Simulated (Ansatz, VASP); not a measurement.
# Two plane-wave programs on LiMgBN2

The input INCAR:

```
SYSTEM = LiMgBN2
  PREC = Accurate
  ENCUT = 520
  EDIFF = 1E-6
  ISMEAR = 0
  SIGMA = 0.05
  LREAL = .False.
  LASPH = .True.
  NELM = 100
  ALGO = Normal
  ISIF = 2
  LWAVE = .False.
  LCHARG = .False.
  GGA = CA
  NBANDS = 17
```

KPOINTS

```
Automatic mesh
0
Gamma
  12 12 12
  0 0 0
```

File POSCAR:

```
LiMgBN2
1.0
   -1.9358189223      1.9358189223      4.3242237401
    1.9358189223     -1.9358189223      4.3242237401
    1.9358189223      1.9358189223     -4.3242237401
Li Mg B N
1 1 1 2
Direct
    0.2500000000      0.7500000000      0.5000000000
    0.7500000000      0.2500000000      0.5000000000
    0.5000000000      0.5000000000      0.0000000000
    0.6512635000      0.6512635000      0.0000000000
    0.3487365000      0.3487365000      0.0000000000
```

Input for Ansatz:

```yaml
crystal:
  lattice:
    - [-1.9358189223, 1.9358189223, 4.3242237401]
    - [1.9358189223, -1.9358189223, 4.3242237401]
    - [1.9358189223, 1.9358189223, -4.3242237401]
  atoms:
    - { symbol: Li, position: [0.25, 0.75, 0.5] }
    - { symbol: Mg, position: [0.75, 0.25, 0.5] }
    - { symbol: B, position: [0.5, 0.5, 0.0] }
    - { symbol: "N", position: [0.6512635, 0.6512635, 0.0] }
    - { symbol: "N", position: [0.3487365, 0.3487365, 0.0] }
basis:
  ecutwfc: 420
kpoints:
  mp_grid: { grid: [12, 12, 12] }
hamiltonian:
  xc: lda
scf:
  occupations: { method: gaussian, width: 0.05 }
output:
  forces: true
  stress: true
  eigenvalues: true
```

Alike in both runs: task single point; functional LDA; k mesh 12 × 12 × 12; occupations gaussian, width 0.05 eV; no spin polarisation.

|  | VASP | Ansatz |
| --- | --- | --- |
| version | VASP 6.6.1 | Ansatz 0.2.0 |
| potentials or method | VASP PAW LDA potentials, release 64 (Li_sv, Mg, B, N), cutoff 520 eV | scalar-relativistic, plane waves, PAW |
| valence electrons in the cell | 18 | 26 |

```csv
,VASP,Ansatz,Ansatz less VASP
gap on the k mesh at the Fermi level (eV),2.35,2.35,+0.004
least direct gap on the mesh (eV),3.15,3.17,+0.017
rms of the force components (eV/Å),0.726,0.726,+0.0005
```

LDA's correlation is that of Perdew and Zunger in VASP and of Perdew and Wang (1992) in Ansatz. Atom by atom the forces differ by 0.001 eV/Å (rms over components). VASP's potentials hold 18 valence electrons a cell and Ansatz's 26, so a difference there can come from the potentials and not from the codes.

Noted on VASP's run: the cutoff is under 1.25 times that of the potentials, so the pressure is a little rough.
